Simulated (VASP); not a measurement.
Here is a VASP 6.6.1 calculation.

Contents of INCAR:

```
ALGO = Normal
EDIFF = 1E-7
EDIFFG = -0.005
ENCUT = 600
GGA = PE
IBRION = 2
ISIF = 3
ISMEAR = -1
LASPH = T
LCHARG = F
LREAL = F
LWAVE = F
NELM = 100
NSW = 60
PREC = Accurate
SIGMA = 0.1
```

Contents of KPOINTS:

```
k-points
0
Gamma
  18 18 18
```

The input POSCAR:

```
Ru
1.0
    0.0000000000      1.9023056037      1.9023056037
    1.9023056037      0.0000000000      1.9023056037
    1.9023056037      1.9023056037      0.0000000000
Ru
1
Direct
    0.0000000000      0.0000000000      0.0000000000
```

Potentials or basis: VASP PAW PBE potentials, release 64 (Ru_pv).

Command:

```sh
$ cat potpaw_PBE.64/Ru_pv/POTCAR > POTCAR
$ mpirun -np 1 vasp_std > vasp.out
```

(1) Estimate the relaxed cell.

(2) Predict the space group after relaxing (to 0.05 Å).

(3) What does it give for the relaxed volume?

## Answers

(1) a = 2.695 Å, b = 2.695 Å, c = 2.695 Å, α = 60.00°, β = 60.00°, γ = 60.00°.

(2) Fm-3m (No. 225).

(3) 13.84 Å³/atom.
